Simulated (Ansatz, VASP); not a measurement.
**Nb3N4: VASP beside Ansatz**

The input INCAR:

```
  PREC = Accurate
  ENCUT = 600
  EDIFF = 1E-6
  ISMEAR = 0
  SIGMA = 0.1
  LREAL = False
  LASPH = True
  NELM = 80
  ALGO = Normal
  ISIF = 3
  LWAVE = False
  LCHARG = False
  GGA = PE
  IBRION = 2
  NSW = 90
  EDIFFG = -0.04
```

File KPOINTS:

```
regular mesh
0
Gamma
  4 4 4
```

POSCAR

```
Nb3N4
1.0
    4.5820401300      0.0000000000      0.0000000000
    0.0000000000      4.5820401300      0.0000000000
    0.0000000000      0.0000000000      4.5820401300
Nb N
3 4
Direct
    0.0000000000      0.0000000000      0.5000000000
    0.5000000000      0.0000000000      0.0000000000
    0.0000000000      0.5000000000      0.0000000000
    0.7237776700      0.2762223300      0.2762223300
    0.2762223300      0.7237776700      0.2762223300
    0.2762223300      0.2762223300      0.7237776700
    0.7237776700      0.7237776700      0.7237776700
```

Input for Ansatz:

```yaml
crystal:
  lattice:
    - [4.58204013, 0.0, 0.0]
    - [0.0, 4.58204013, 0.0]
    - [0.0, 0.0, 4.58204013]
  atoms:
    - { symbol: Nb, position: [0.0, 0.0, 0.5] }
    - { symbol: Nb, position: [0.5, 0.0, 0.0] }
    - { symbol: Nb, position: [0.0, 0.5, 0.0] }
    - { symbol: "N", position: [0.72377767, 0.27622233, 0.27622233] }
    - { symbol: "N", position: [0.27622233, 0.72377767, 0.27622233] }
    - { symbol: "N", position: [0.27622233, 0.27622233, 0.72377767] }
    - { symbol: "N", position: [0.72377767, 0.72377767, 0.72377767] }
basis:
  ecutwfc: 420
kpoints:
  mp_grid: { grid: [4, 4, 4] }
hamiltonian:
  xc: pbe
scf:
  occupations: { method: gaussian, width: 0.1 }
  lower_state_search: "off"
output:
  forces: true
  stress: true
  eigenvalues: true
relax:
  adjacent_minimum: "off"
  f_tol: 0.04
  max_steps: 70
  cell: { stress_tol: 0.4 }
```

Change from the starting cell: species swapped into the Si3As4 type (P-43m, No. 215).

Alike in both runs: task relaxation of cell and atoms; functional PBE; k mesh 4 × 4 × 4; occupations gaussian, width 0.1 eV; no spin polarisation.

|  | VASP | Ansatz |
| --- | --- | --- |
| version | VASP 6.6.1 | Ansatz 0.2.0 |
| potentials or method | VASP PAW PBE potentials, release 64 (Nb_sv, N), cutoff 600 eV | scalar-relativistic, plane waves, PAW |
| valence electrons in the cell | 59 | 59 |

VASP gave:

- gap on the k mesh at the Fermi level, each at its own relaxed structure (eV): none
- relaxed volume (Å³/atom): 14.94
- relaxed length of the cell vector where the two differ most in proportion (Å): 4.711

Q: What did Ansatz give for the same quantities?

A: gap on the k mesh at the Fermi level, each at its own relaxed structure (eV): none; relaxed volume (Å³/atom): 14.96; relaxed length of the cell vector where the two differ most in proportion (Å): 4.713.

A gap of «none» marks a metal or a gap that the smearing closes.
